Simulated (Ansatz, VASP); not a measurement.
**One calculation of Na, two programs**

INCAR

```
SYSTEM = Na
ALGO = Normal
EDIFF = 1E-7
ENCUT = 520
GGA = PE
ISIF = 2
ISMEAR = -1
LASPH = .True.
LCHARG = .True.
LELF = .True.
LREAL = .False.
LVHAR = .True.
LWAVE = .False.
NBANDS = 10
NELM = 100
PREC = Accurate
SIGMA = 0.05
```

KPOINTS

```
k-points
0
Gamma
  10 10 10
  0 0 0
```

Contents of POSCAR:

```
Na
1.0
   -1.9253257976      1.9253257976      2.6890011192
    1.9253257976     -1.9253257976      2.6890011192
    1.9253257976      1.9253257976     -2.6890011192
Na
1
Direct
    0.0000000000      0.0000000000      0.0000000000
```

File input.yaml:

```yaml
crystal:
  lattice:
    - [-1.9253257976, 1.9253257976, 2.6890011192]
    - [1.9253257976, -1.9253257976, 2.6890011192]
    - [1.9253257976, 1.9253257976, -2.6890011192]
  atoms:
    - { symbol: Na, position: [0.0, 0.0, 0.0] }
kpoints:
  mp_grid: { grid: [10, 10, 10] }
scf:
  occupations: { method: fermi_dirac, width: 0.05 }
hamiltonian:
  xc: pbe
  pseudopotentials: { kind: all_electron, lapw: { basis_error: 0.0005 } }
output:
  forces: true
  stress: true
  eigenvalues: true
```

Change from the starting cell: volume scaled by 1.06.

Alike in both runs: task single point; functional PBE; k mesh 10 × 10 × 10; occupations fermi-dirac, width 0.05 eV; no spin polarisation.

|  | VASP | Ansatz |
| --- | --- | --- |
| version | VASP 6.6.1 | Ansatz 0.2.0 |
| potentials or method | VASP PAW PBE potentials, release 64 (Na_pv), cutoff 520 eV | all-electron LAPW, scalar-relativistic |

|  | VASP | Ansatz | Ansatz less VASP |
| --- | --- | --- | --- |
| gap on the k mesh at the Fermi level (eV) | none | none | - |
| pressure (GPa) | -0.5 | -0.5 | +0.01 |

A gap of «none» marks a metal or a gap that the smearing closes. Ansatz ran all-electron here, and VASP with PAW potentials.
